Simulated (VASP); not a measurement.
# SnO2 in VASP: single point with PBE

Aim: the single point of SnO2 with PBE.

All numbers are computed with VASP 6.6.1; they aren't measurements. Logs are shortened: lines on timing, memory, paths and dates and some standing lists are left out, and cuts for length are marked.

## (1) The cell of the first run

The typed cell holds 6 atoms: a = 4.826 Å, b = 4.829 Å, c = 3.238 Å, α = 90.00°, β = 90.00°, γ = 90.00°.

## (2) Single point, PBE

The input, INCAR:

```
ALGO = Normal
EDIFF = 1E-6
ENCUT = 520
GGA = PE
ISIF = 2
ISMEAR = 0
LASPH = True
LCHARG = True
LELF = True
LREAL = False
LVHAR = True
LWAVE = False
NBANDS = 35
NELM = 60
PREC = Accurate
SIGMA = 0.05
```

The input, KPOINTS:

```
k-points
0
Gamma
  6 6 8
```

The input, POSCAR:

```
SnO2
1.0
    4.8261155932     -0.0000763868     -0.0002471908
    0.0000510502      4.8289926754     -0.0000181377
   -0.0000809078     -0.0000090778      3.2380864255
Sn O
2 4
Direct
   -0.0000002201     -0.0000000550     -0.0000007955
    0.5000003308      0.4999995815      0.5000003118
    0.3064160787      0.3067425124     -0.0000093041
    0.1935797566      0.8067396921      0.5000076844
    0.6935839487      0.6932571560      0.0000104343
    0.8064201053      0.1932611130      0.4999916692
```

Potentials or basis: VASP PAW PBE potentials, release 64 (Sn_d, O).

Run with:

```
$ cat potpaw_PBE.64/Sn_d/POTCAR potpaw_PBE.64/O/POTCAR > POTCAR
$ mpirun -np 1 vasp_std > vasp.out
```

OUTCAR:

```text
EDIFF = 1E-6
   ENCUT = 520
   GGA = PE
   ISIF = 2
   ISMEAR = 0
   LASPH = True
   LREAL = False
   NELM = 60
   PREC = Accurate

 ion  position               nearest neighbor table
   1  1.000  1.000  1.000-   6 2.09   4 2.09   4 2.09   6 2.09   5 2.09   3 2.09
   2  0.500  0.500  0.500-   3 2.09   5 2.09   5 2.09   3 2.09   6 2.09   4 2.09
   3  0.306  0.307  1.000-   2 2.09   2 2.09   1 2.09
   4  0.194  0.807  0.500-   1 2.09   1 2.09   2 2.09
   5  0.694  0.693  0.000-   2 2.09   2 2.09   1 2.09
   6  0.806  0.193  0.500-   1 2.09   1 2.09   2 2.09

  LATTYP: Found a simple monoclinic cell.
 ALAT       =     3.2380864265
 B/A-ratio  =     1.4913106198
 C/A-ratio  =     1.4904221088
 COS(beta)  =    -0.0000762057

  Lattice vectors:

 A1 = (  -0.0000809078,  -0.0000090778,   3.2380864255)
 A2 = (  -0.0000510502,  -4.8289926754,   0.0000181377)
 A3 = (   4.8261155932,  -0.0000763868,  -0.0002471908)

Analysis of symmetry for initial positions (statically):
=====================================================================
 Subroutine PRICEL returns:
 Original cell was already a primitive cell.

 Routine SETGRP: Setting up the symmetry group for a
 simple monoclinic supercell.

 Subroutine GETGRP returns: Found  4 space group operations
 (whereof  2 operations were pure point group operations)
 out of a pool of  4 trial point group operations.

The static configuration has the point symmetry S_2 .
 The point group associated with its full space group is C_2h.

Analysis of symmetry for dynamics (positions and initial velocities):
=====================================================================
 Subroutine PRICEL returns:
 Original cell was already a primitive cell.

 Routine SETGRP: Setting up the symmetry group for a
 simple monoclinic supercell.

 Subroutine GETGRP returns: Found  4 space group operations
 (whereof  2 operations were pure point group operations)
 out of a pool of  4 trial point group operations.

The dynamic configuration has the point symmetry S_2 .
 The point group associated with its full space group is C_2h.

 Subroutine INISYM returns: Found  4 space group operations
 (whereof  2 operations are pure point group operations),
 and found     1 'primitive' translations

----------------------------------------------------------------------------------------

                                     Primitive cell

  volume of cell :      75.4645

  direct lattice vectors                    reciprocal lattice vectors
     4.826115593 -0.000076387 -0.000247191     0.207205978 -0.000002190  0.000005177
     0.000051050  4.828992675 -0.000018138     0.000003278  0.207082526  0.000000581
    -0.000080908 -0.000009078  3.238086426     0.000015818  0.000001160  0.308824370

  length of vectors
     4.826115600  4.828992676  3.238086427     0.207205978  0.207082526  0.308824371

  position of ions in fractional coordinates (direct lattice)
     0.999999780  0.999999945  0.999999205
     0.500000331  0.499999581  0.500000312
     0.306416079  0.306742512  0.999990696
     0.193579757  0.806739692  0.500007684
     0.693583949  0.693257156  0.000010434
     0.806420105  0.193261113  0.499991669

  ion indices of the primitive-cell ions
   primitive index   ion index
                 1           1
                 2           2
                 3           3
                 4           4
                 5           5
                 6           6

----------------------------------------------------------------------------------------

 KPOINTS: k-points

Automatic generation of k-mesh.
 Grid dimensions read from file:
 generate k-points for:    6    6    8

 Generating k-lattice:

  Cartesian coordinates                     Fractional coordinates (reciprocal lattice)
     0.034534330 -0.000000365  0.000000863     0.166666667 -0.000000000  0.000000000
     0.000000546  0.034513754  0.000000097     0.000000000  0.166666667  0.000000000
     0.000001977  0.000000145  0.038603046     0.000000000  0.000000000  0.125000000

  Length of vectors
     0.034534330  0.034513754  0.038603046

  Shift w.r.t. Gamma in fractional coordinates (k-lattice)
     0.000000000  0.000000000  0.000000000

 Subroutine IBZKPT returns following result:
 ===========================================

 Found    104 irreducible k-points:

 Following reciprocal coordinates:
            Coordinates               Weight
  0.000000  0.000000  0.000000      1.000000
  0.166667 -0.000000  0.000000      2.000000
  0.333333 -0.000000  0.000000      2.000000
  0.500000 -0.000000  0.000000      1.000000
  0.000000  0.166667  0.000000      2.000000
  0.166667  0.166667  0.000000      4.000000
[... 16 lines left out ...]
  0.000000  0.166667  0.125000      4.000000
  0.166667  0.166667  0.125000      4.000000
 [... further k-points ...]
   k-points           NKPTS =    104   k-points in BZ     NKDIM =    104   number of bands    NBANDS=     35
   number of dos      NEDOS =    301   number of ions     NIONS =      6
   total plane-waves  NPLWV =  31104
   dimension x,y,z NGX =    36 NGY =   36 NGZ =   24
   dimension x,y,z NGXF=    72 NGYF=   72 NGZF=   48
   ions per type =               2   4
   NGX,Y,Z   is equivalent  to a cutoff of  12.40, 12.39, 12.32 a.u.
   NGXF,Y,Z  is equivalent  to a cutoff of  24.80, 24.79, 24.64 a.u.
 SYSTEM =  unknown system
   PREC   = accura    normal or accurate (medium, high low for compatibility)
   ISTART =      0    job   : 0-new  1-cont  2-samecut
   ICHARG =      2    charge: 1-file 2-atom 10-const
   ISPIN  =      1    spin polarized calculation?
   LNONCOLLINEAR =      F non collinear calculations
   LSORBIT =      F    spin-orbit coupling
   LASPH  =      T    aspherical Exc in radial PAW
   ENCUT  =  520.0 eV  38.22 Ry    6.18 a.u.   8.97  8.98  6.02*2*pi/ulx,y,z
   NELM   =     60;   NELMIN=  2; NELMDL= -5     # of ELM steps
   EDIFF  = 0.1E-05   stopping-criterion for ELM
   LREAL  =      F    real-space projection
   EDIFFG = 0.1E-04   stopping-criterion for IOM
   NSW    =      0    number of steps for IOM
   IBRION =     -1    ionic relax: 0-MD 1-quasi-New 2-CG
   NFREE  =      0    steps in history (QN), initial steepest desc. (CG)
   ISIF   =      2    stress and relaxation
   ISYM   =      2    0-nonsym 1-usesym 2-fastsym
   POTIM  = 0.5000    time-step for ionic-motion
   TEBEG  =    0.0;   TEEND  =   0.0 temperature during run
   PSTRESS=    0.0 pullay stress
   NELECT =      52.0000    total number of electrons
   NUPDOWN=      -1.0000    fix difference up-down
   EMIN   =  10.00;   EMAX   =-10.00  energy-range for DOS
   EFERMI =   0.00;   METHOD = LEGACY
   ISMEAR =     0;   SIGMA  =   0.05  broadening in eV -4-tet -1-fermi 0-gaus
   EFERMI_NEDOS =   21; number of points for ismear=-14 and -15
   IALGO  =     38    algorithm
   IMIX   =      4    mixing-type and parameters
     AMIX     =   0.40;   BMIX     =  1.00
     AMIX_MAG =   1.60;   BMIX_MAG =  1.00
  volume/ion in A,a.u.               =      12.58        84.88
  Fermi-wavevector in a.u.,A,eV,Ry     =   1.445978  2.732502 28.447777  2.090853
  Thomas-Fermi vector in A             =   2.564099
   LORBIT       =      0    0 simple, 1 ext, 2 COOP (PROOUT), +10 PAW based schemes
   GGA     = PE    functional components
   LHFCALC =     F    Hartree Fock is set to
   AEXX    =    0.0000 exact exchange contribution
   IVDW    =     0    specifies the selected vdW correction
   LEPSILON=     F    determine dielectric tensor
   LRPA    =     F    only Hartree local field effects (RPA)
 non-spin polarized calculation
 Gauss-broadening in eV      SIGMA  =   0.05
  energy-cutoff  :      520.00
  volume of cell :       75.46
 maximum number of plane-waves:      2060
   NGX = 17   NGY = 17   NGZ = 13

 number of electron      52.0000000 magnetization

 Free energy of the ion-electron system (eV)
  ---------------------------------------------------
  ext. energy  EPLUGINS =         0.00000000
  ---------------------------------------------------
  free energy    TOTEN  =       -37.31100131 eV

  energy without entropy =      -37.31100131  energy(sigma->0) =      -37.31100131

 E-fermi :   5.7850     XC(G=0): -10.9758

 val. band max:        5.5308857554   @ k =   0.0000   0.0000   0.0000
 cond. band min:       6.1997193725   @ k =   0.0000   0.0000   0.0000
 fundamental gap:      0.6688336171
 Fermi energy:         5.7849526276

 k-point     1 :       0.0000    0.0000    0.0000
  band No.  band energies     occupation
      1     -15.5046      2.00000
      2     -14.8404      2.00000
      3     -14.6472      2.00000
      4     -14.6199      2.00000
      5     -14.6199      2.00000
      6     -14.5542      2.00000
[... 27 lines left out ...]
     34      17.0134      0.00000
     35      17.8103      0.00000

 k-point     2 :       0.1667   -0.0000    0.0000
  band No.  band energies     occupation
      1     -15.4672      2.00000
      2     -14.8824      2.00000
      3     -14.6464      2.00000
      4     -14.6185      2.00000
      5     -14.6184      2.00000
      6     -14.5827      2.00000
[... 27 lines left out ...]
     34      17.1159      0.00000
     35      17.7878      0.00000

 k-point     3 :       0.3333   -0.0000    0.0000
  band No.  band energies     occupation
      1     -15.3593      2.00000
      2     -15.0155      2.00000
      3     -14.6437      2.00000
      4     -14.6206      2.00000
      5     -14.6154      2.00000
      6     -14.6153      2.00000
[... 27 lines left out ...]
     34      17.4793      0.00000
     35      17.7699      0.00000

 k-point     4 :       0.5000   -0.0000    0.0000
  band No.  band energies     occupation
      1     -15.1965      2.00000
      2     -15.1963      2.00000
      3     -14.6374      2.00000
      4     -14.6373      2.00000
      5     -14.6138      2.00000
      6     -14.6137      2.00000
[... 27 lines left out ...]
     34      17.6362      0.00000
     35      17.7294      0.00000

 k-point     5 :       0.0000    0.1667    0.0000
  band No.  band energies     occupation
      1     -15.4672      2.00000
      2     -14.8823      2.00000
      3     -14.6464      2.00000
      4     -14.6185      2.00000
      5     -14.6184      2.00000
      6     -14.5826      2.00000
[... 638 lines left out ...]
 k-point    22 :      -0.1667    0.0000    0.1250
  band No.  band energies     occupation
      1     -15.4068      2.00000
      2     -14.8496      2.00000
      3     -14.7389      2.00000
      4     -14.7248      2.00000
      5     -14.6182      2.00000
      6     -14.5638      2.00000
[... 27 lines left out ...]
     34      17.1628      0.00000
     35      17.6185      0.00000

 k-point    23 :       0.0000    0.1667    0.1250
  band No.  band energies     occupation
      1     -15.4067      2.00000
      2     -14.8496      2.00000
      3     -14.7389      2.00000
      4     -14.7247      2.00000
      5     -14.6182      2.00000
      6     -14.5638      2.00000
[... 27 lines left out ...]
     34      17.1581      0.00000
     35      17.5845      0.00000

 k-point    24 :       0.1667    0.1667    0.1250
  band No.  band energies     occupation
      1     -15.3795      2.00000
      2     -14.9028      2.00000
      3     -14.7411      2.00000
      4     -14.7226      2.00000
      5     -14.6170      2.00000
      6     -14.5649      2.00000
[... 27 lines left out ...]
     34      17.3361      0.00000
     35      17.7307      0.00000

 [... further k-points ...]

------------------------ aborting loop because EDIFF is reached ----------------------------------------

  FORCE on cell =-STRESS in cart. coord.  units (eV):
  Direction    XX          YY          ZZ          XY          YZ          ZX
  --------------------------------------------------------------------------------------
  -------------------------------------------------------------------------------------
  Total        0.2464843      0.2300465      0.3786547     -0.0000015     -0.0000020      0.0030879
  in kB        5.2330771      4.8840884      8.0391696     -0.0000314     -0.0000419      0.0655585
  external PRESSURE =       6.0521117 kB  Pullay stress =       0.0000000 kB

 VOLUME and BASIS-vectors are now :
 -----------------------------------------------------------------------------
  energy-cutoff  :      520.00
  volume of cell :       75.46
      direct lattice vectors                 reciprocal lattice vectors
     4.826115593 -0.000076387 -0.000247191     0.207205978 -0.000002190  0.000005177
     0.000051050  4.828992675 -0.000018138     0.000003278  0.207082526  0.000000581
    -0.000080908 -0.000009078  3.238086426     0.000015818  0.000001160  0.308824370

 POSITION                                       TOTAL-FORCE (eV/Angst)
 -----------------------------------------------------------------------------------
      4.82608      4.82891      3.23782        -0.000000      0.000000     -0.000000
      2.41304      2.41445      1.61891        -0.000000     -0.000000      0.000000
      1.47873      1.48122      3.23797        -0.011612     -0.012110      0.000006
      0.93424      3.89572      1.61901         0.011612     -0.012110     -0.000006
      3.34735      3.34768     -0.00015         0.011612      0.012110     -0.000006
      3.89185      0.93319      1.61881        -0.011612      0.012110      0.000006
 -----------------------------------------------------------------------------------
    total drift:                               -0.003437      0.000961     -0.007273

  FREE ENERGIE OF THE ION-ELECTRON SYSTEM (eV)
  ---------------------------------------------------
  free  energy   TOTEN  =       -37.3110013057 eV

  energy  without entropy=      -37.3110013057  energy(sigma->0) =      -37.31100131
```

It took 3.2 min on 1 thread of AMD EPYC 7R13 (Zen 3), shared host; peak memory 0.3 GiB.

What came out:

```yaml
Free_energy: -37.3110 eV
Pressure: 0.6 GPa
Largest_force: 0.017 eV/Å
Band_gap_on_the_k_mesh: 0.67 eV
```

Forces on the atoms (eV/Å):
```
Sn   0.000  0.000  0.000
Sn   0.000  0.000  0.000
O   -0.012 -0.012  0.000
O    0.012 -0.012  0.000
O    0.012  0.012  0.000
O   -0.012  0.012  0.000
```

Stress tensor (GPa, compression positive):
```
0.52 0.00 0.01
0.00 0.49 0.00
0.01 0.00 0.80
```

Caveat: spin-orbit coupling is left out, which moves the levels of the heavy elements.
